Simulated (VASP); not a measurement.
Wanted: the native input for a VASP 6.6.1 run.

| Item | Value |
| --- | --- |
| Task | single point |
| Functional | PBE0 |
| Potentials or basis | VASP PAW PBE potentials, release 64 (Pb_d, S) |
| Cutoff | 520 eV |
| k mesh | 4 × 4 × 4 |
| Occupations | fermi-dirac, width 0.05 eV |
| Spin | no spin polarisation |
| Dipole correction | no |
| Grid for exact exchange (PRECFOCK) | Normal |
| Further INCAR settings | ALGO = Normal; EDIFF = 1e-06; NBANDS = 17 |
| Share of exact exchange | 0.25 |

The system is PbS.

```
CELL_PARAMETERS angstrom
2.06953 1.19485 3.38145
-2.06953 1.19485 3.38145
0.00000 -2.38969 3.38145
ATOMIC_POSITIONS crystal
Pb 0.98057 0.98057 0.98057
S 0.47504 0.47504 0.47504
```

These files were run (other wordings do the same):

POSCAR

```
PbS
1.0
    2.0695340594      1.1948460463      3.3814492087
   -2.0695340594      1.1948460463      3.3814492087
    0.0000000000     -2.3896920926      3.3814492087
Pb S
1 1
Direct
    0.9805657800      0.9805657800      0.9805657800
    0.4750355500      0.4750355500      0.4750355500
```

INCAR.step1

```
  ALGO = Normal
  EDIFF = 1E-5
  ENCUT = 520
  GGA = PE
  ISIF = 2
  ISMEAR = -1
  LASPH = True
  LREAL = False
  LWAVE = True
  NBANDS = 17
  NELM = 100
  PREC = Accurate
  SIGMA = 0.05
```

INCAR.step2

```
  AEXX = 0.25
  ALGO = Normal
  EDIFF = 1E-6
  ENCUT = 520
  GGA = PE
  ISIF = 2
  ISMEAR = -1
  ISTART = 1
  LASPH = True
  LCHARG = True
  LELF = True
  LHFCALC = True
  LREAL = False
  LVHAR = True
  LWAVE = False
  NBANDS = 17
  NELM = 100
  PREC = Accurate
  PRECFOCK = Normal
  SIGMA = 0.05
```

KPOINTS

```
k-points
0
Gamma
  4 4 4
```

Potentials or basis: VASP PAW PBE potentials, release 64 (Pb_d, S).

The run is started by

```sh
$ cat potpaw_PBE.64/Pb_d/POTCAR potpaw_PBE.64/S/POTCAR > POTCAR
$ cp INCAR.step1 INCAR
$ mpirun -np 1 vasp_std > vasp.out
$ cp INCAR.step2 INCAR
$ mpirun -np 1 vasp_std > vasp.out
```

Results of the run:

```
Pressure               : 3.7 GPa
Largest force          : 0.007 eV/Å
Band gap on the k mesh : 1.31 eV
```

Caveat: the k points lie up to 0.46 Å⁻¹ apart; the PAW data sets were made with another functional, which shifts forces and pressure a little; spin-orbit coupling is left out, which moves the levels of the heavy elements.

It took 22 min on 1 thread of Intel Xeon 8259CL (shared host), peak memory 0.19 GiB.
